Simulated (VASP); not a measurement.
Wanted: the native input for a VASP 6.6.1 run.

```yaml
Task: single point
Functional: r2SCAN
Potentials_or_basis: VASP PAW PBE potentials, release 64 (Ba_sv, S)
Cutoff: 520 eV
k_mesh: 6 × 6 × 6
Occupations: gaussian, width 0.01 eV
Spin: no spin polarisation
Dipole_correction: no
Further_INCAR_settings: ALGO = Normal; EDIFF = 1e-07; NBANDS = 15
```

The system is BaS.

```
Ba S
1.0
     0.00000    3.21191    3.21191
     3.21191    0.00000    3.21191
     3.21191    3.21191    0.00000
Ba S
1 1
Direct
  0.00000 0.00000 0.00000
  0.50000 0.50000 0.50000
```

These files were run (other wordings do the same):

POSCAR

```
BaS
1.0
    0.0000000000      3.2119099267      3.2119099267
    3.2119099267      0.0000000000      3.2119099267
    3.2119099267      3.2119099267      0.0000000000
Ba S
1 1
Direct
    0.0000000000      0.0000000000      0.0000000000
    0.5000000000      0.5000000000      0.5000000000
```

INCAR.step1

```
SYSTEM = BaS
PREC = Accurate
ENCUT = 520
ISMEAR = 0
SIGMA = 0.01
LREAL = .FALSE.
LASPH = .TRUE.
NELM = 100
NBANDS = 15
GGA = PE
ALGO = Normal
EDIFF = 1E-4
LWAVE = .TRUE.
LCHARG = .FALSE.
```

INCAR.step2

```
SYSTEM = BaS
PREC = Accurate
ENCUT = 520
EDIFF = 1E-7
ISMEAR = 0
SIGMA = 0.01
LREAL = .FALSE.
LASPH = .TRUE.
NELM = 100
ALGO = Normal
ISIF = 2
LWAVE = .FALSE.
LCHARG = .FALSE.
METAGGA = R2SCAN
LMIXTAU = .TRUE.
NBANDS = 15
ISTART = 1
```

KPOINTS

```
regular mesh
0
G
  6 6 6
  0 0 0
```

Potentials or basis: VASP PAW PBE potentials, release 64 (Ba_sv, S).

Command:

```sh
$ cat potpaw_PBE.64/Ba_sv/POTCAR potpaw_PBE.64/S/POTCAR > POTCAR
$ cp INCAR.step1 INCAR
$ mpirun -np 1 vasp_std > vasp.out
$ cp INCAR.step2 INCAR
$ mpirun -np 1 vasp_std > vasp.out
```

Results of the run:

* Pressure: 0.6 GPa
* Band gap on the k mesh: 2.49 eV, indirect (least direct gap 2.63 eV)

Caveat: the PAW data sets were made with another functional, which shifts forces and pressure a little; spin-orbit coupling is left out, which moves the levels of the heavy elements.

Run time: 75 s on 1 thread of Intel(R) Xeon(R) Platinum 8488C (Sapphire Rapids), with other jobs on the host, peak memory 0.22 GiB.
